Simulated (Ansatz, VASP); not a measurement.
# One calculation of Ge3Pd, two programs

```
Pd Ge
1.0
     4.14202    0.00000    0.00000
     0.00000    4.14202    0.00000
     0.00000    0.00000    4.14202
Pd Ge
1 3
Direct
  0.00000 0.00000 0.00000
  0.50000 0.50000 0.00000
  0.50000 0.00000 0.50000
  0.00000 0.50000 0.50000
```

Alike in both runs: functional PBEsol; k mesh 7 × 7 × 7; occupations fermi-dirac, width 0.05 eV; no spin polarisation; Hubbard terms Pd d U = 5.0 eV.

|  | VASP | Ansatz |
| --- | --- | --- |
| version | VASP 6.6.1 | Ansatz 0.2.0 |
| potentials or method | VASP PAW PBE potentials, release 64 (Pd_sv_GW, Ge_d) | Ansatz PAW |
| plane-wave cutoff (eV) | 540 | 420 |
| valence electrons in the cell | 60 | 60 |
| task | single point | band structure |

|  | VASP | Ansatz | Ansatz less VASP |
| --- | --- | --- | --- |
| gap on the k mesh at the Fermi level (eV) | none | none | - |
| pressure (GPa) | -5.1 | -3.7 | +1.46 |

VASP's potentials were made for PBE, not for PBEsol. The programs project onto different local orbitals, so the same U acts differently, and such runs can settle in different states. A gap of «none» marks a metal or a gap that the smearing closes.
